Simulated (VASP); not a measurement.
Set up this calculation in VASP 6.6.1, as the native input.

| Item | Value |
| --- | --- |
| Task | single point |
| Functional | LDA |
| Potentials or basis | VASP PAW LDA potentials, release 64 (C) |
| Cutoff | 600 eV |
| k mesh | 12 × 12 × 1 |
| Occupations | methfessel-paxton, width 0.15 eV |
| Spin | no spin polarisation |
| Dipole correction | no |
| Further INCAR settings | ALGO = Normal; EDIFF = 1e-06; NBANDS = 16 |

The structure of C lies in POSCAR:

```
C
1.0
    2.4562300000      0.0000000000      0.0000000000
   -1.2281150000      2.1271575775      0.0000000000
    0.0000000000      0.0000000000     24.1339600000
C
4
Direct
    0.0000000000      0.0000000000      0.5704700000
    0.0000000000      0.0000000000      0.4295300000
    0.3333333333      0.6666666667      0.4295200000
    0.6666666667      0.3333333333      0.5704800000
```

The input as run:

INCAR

```
PREC     = Accurate       # precision mode
ENCUT    = 600            # plane-wave cutoff, eV
EDIFF    = 1E-6           # SCF threshold, eV
ISMEAR   = 1              # smearing method
SIGMA    = 0.15           # smearing width, eV
LREAL    = False          # projectors in reciprocal space
LASPH    = True           # aspherical terms in the spheres
NELM     = 120            # most SCF steps
ALGO     = Normal         # electronic algorithm
ISIF     = 2              # what is computed and relaxed
LWAVE    = False          # write WAVECAR
LCHARG   = False          # write CHGCAR
GGA      = CA             # functional
NBANDS   = 16             # bands
GGA_COMPAT= False
```

KPOINTS

```
Automatic mesh
0
Gamma
  12 12 1
```

Potentials or basis: VASP PAW LDA potentials, release 64 (C).

Launch:

```console
$ cat potpaw_LDA.64/C/POTCAR > POTCAR
$ mpirun -np 1 vasp_std > vasp.out
```

Results of the run:

```json
{
 "Largest force": "0.022 eV/Å",
 "Band gap on the k mesh": "zero (filled and empty bands touch)"
}
```

It took 40 s on 1 thread of Intel(R) Xeon(R) Platinum 8488C (Sapphire Rapids), on a shared host, peak memory 0.21 GiB.
